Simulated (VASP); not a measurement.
Write the native input for VASP 6.6.1 that does the following.

| Item | Value |
| --- | --- |
| Task | single point |
| Functional | PBE |
| Potentials or basis | VASP PAW PBE potentials, release 64 (Ba_sv, Ti_sv, O) |
| Cutoff | 520 eV |
| k mesh | 8 × 6 × 6 |
| Occupations | gaussian, width 0.05 eV |
| Spin | no spin polarisation |
| Dipole correction | no |
| Further INCAR settings | ALGO = Normal; EDIFF = 1e-06; NBANDS = 51 |

The structure of BaTiO3 lies in POSCAR:

```
BaTiO3
1.0
   -3.9853536613      0.0000000000      0.0000000000
    0.0000000000      3.9853536613      4.2018072460
    0.0000000000      3.9853536613     -4.2018072460
Ba Ti O
2 2 6
Direct
    0.0000000000      0.9931593846      0.0068406154
    0.0000000000      0.4931593846      0.5068406154
    0.5000000000      0.4845403344      0.0154596656
    0.5000000000      0.9845403344      0.5154596656
    0.5000000000      0.2689248873      0.2310751127
    0.5000000000      0.7689248873      0.7310751127
    0.5000000000      0.2586876968      0.7413123032
    0.5000000000      0.7586876968      0.2413123032
    1.0000000000      0.5086876968      0.9913123032
    1.0000000000      0.0086876968      0.4913123032
```

These files were run (other wordings do the same):

INCAR

```
ALGO     = Normal         # electronic algorithm
EDIFF    = 1E-6           # SCF threshold, eV
ENCUT    = 520            # plane-wave cutoff, eV
GGA      = PE             # functional
ISIF     = 2              # what is computed and relaxed
ISMEAR   = 0              # smearing method
LASPH    = T              # aspherical terms in the spheres
LCHARG   = T              # write CHGCAR
LELF     = T              # ELF
LREAL    = F              # projectors in reciprocal space
LVHAR    = T            
LWAVE    = F              # write WAVECAR
NBANDS   = 51             # bands
NELM     = 80             # most SCF steps
PREC     = Accurate       # precision mode
SIGMA    = 0.05           # smearing width, eV
```

KPOINTS

```
k-points
0
Gamma
  8 6 6
```

Potentials or basis: VASP PAW PBE potentials, release 64 (Ba_sv, Ti_sv, O).

Launch:

```bash
$ cat potpaw_PBE.64/Ba_sv/POTCAR potpaw_PBE.64/Ti_sv/POTCAR potpaw_PBE.64/O/POTCAR > POTCAR
$ mpirun -np 1 vasp_std > vasp.out
```

It gave:

```yaml
Pressure: 1.6 GPa
Largest_force: 0.083 eV/Å
Band_gap_on_the_k_mesh: 1.79 eV
```

Caveat: spin-orbit coupling is left out, which moves the levels of the heavy elements.

Wall time 20 min on 1 thread of AMD EPYC 7R13 (shared host), peak memory 0.46 GiB.
